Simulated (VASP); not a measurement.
Crystal: MgZr2O3.

```
CELL_PARAMETERS angstrom
-1.83984 1.83984 4.66426
1.83984 -1.83984 4.66426
1.83984 1.83984 -4.66426
ATOMIC_POSITIONS crystal
Mg 0.00000 0.00000 0.00000
Zr 0.69071 0.69071 0.00000
Zr 0.30929 0.30929 0.00000
O 0.75000 0.25000 0.50000
O 0.50000 0.50000 0.00000
O 0.25000 0.75000 0.50000
```

| Item | Value |
| --- | --- |
| Program | VASP 6.6.1 |
| Task | relaxation of cell and atoms |
| Functional | PBE |
| Potentials or basis | VASP PAW PBE potentials, release 64 (Mg, Zr_sv, O) |
| Cutoff | 600 eV |
| k mesh | 5 × 5 × 5 |
| Occupations | gaussian, width 0.15 eV |
| Spin | no spin polarisation |

At the start: pressure 126.1 GPa; volume 10.53 Å³/atom.

Problem. Where does the relaxation end?

Solution. Over 18 steps the energy falls by 1475.2 meV/atom and the volume is 15.41 Å³/atom (+46.4 %); space group I4/mmm (No. 139, to 0.05 Å).

Step by step:
| step | energy change (eV) | largest force (eV/Å) | pressure (GPa) | volume (Å³) |
| --- | --- | --- | --- | --- |
| 1 | 0.0000 | 0.4743 | 126.07 | 63.15 |
| 2 | 3.3943 | 0.5243 | -33.52 | 172.97 |
| 3 | -8.5485 | 0.9628 | -8.30 | 100.16 |
| 4 | -8.6990 | 0.9512 | -3.30 | 96.14 |
| 5 | -8.7241 | 0.9377 | 0.19 | 93.76 |
| 6 | -8.7222 | 0.9422 | -0.87 | 94.45 |
| 7 | -8.7650 | 0.1864 | -1.16 | 94.70 |
| 8 | -8.7659 | 0.0538 | -1.17 | 94.74 |
| 9 | -8.8004 | 0.0141 | 0.59 | 93.42 |
| 10 | -8.8120 | 0.0229 | 2.42 | 92.11 |
| 11 | -8.8326 | 0.1265 | 1.10 | 92.72 |
| 12 | -8.8389 | 0.3082 | -0.42 | 93.43 |
| 13 | -8.8390 | 0.2832 | -0.21 | 93.33 |
| 14 | -8.8431 | 0.1541 | -0.44 | 93.41 |
| 15 | -8.8454 | 0.0395 | -0.76 | 93.53 |
| 16 | -8.8481 | 0.0827 | 0.04 | 92.91 |
| 17 | -8.8483 | 0.1003 | 0.36 | 92.66 |
| 18 | -8.8510 | 0.0483 | 0.41 | 92.45 |

Final structure:
```yaml
crystal:
  lattice:
    - [-2.00363, 2.00363, 5.75697]
    - [2.00363, -2.00363, 5.75697]
    - [2.00363, 2.00363, -5.75697]
  atoms:
    - { symbol: Mg, position: [0.00000, 0.00000, 0.00000] }
    - { symbol: Zr, position: [0.67762, 0.67762, 0.00000] }
    - { symbol: Zr, position: [0.32238, 0.32238, 0.00000] }
    - { symbol: O, position: [0.75000, 0.25000, 0.50000] }
    - { symbol: O, position: [0.50000, 0.50000, 0.00000] }
    - { symbol: O, position: [0.25000, 0.75000, 0.50000] }
```

Caveat: the k points lie up to 0.44 Å⁻¹ apart in the final cell; the volume moved by over 15 % at a fixed basis, so the end points are rough; the relaxation stopped at a loose force limit of 0.08 eV/Å, so its end isn't a converged minimum.
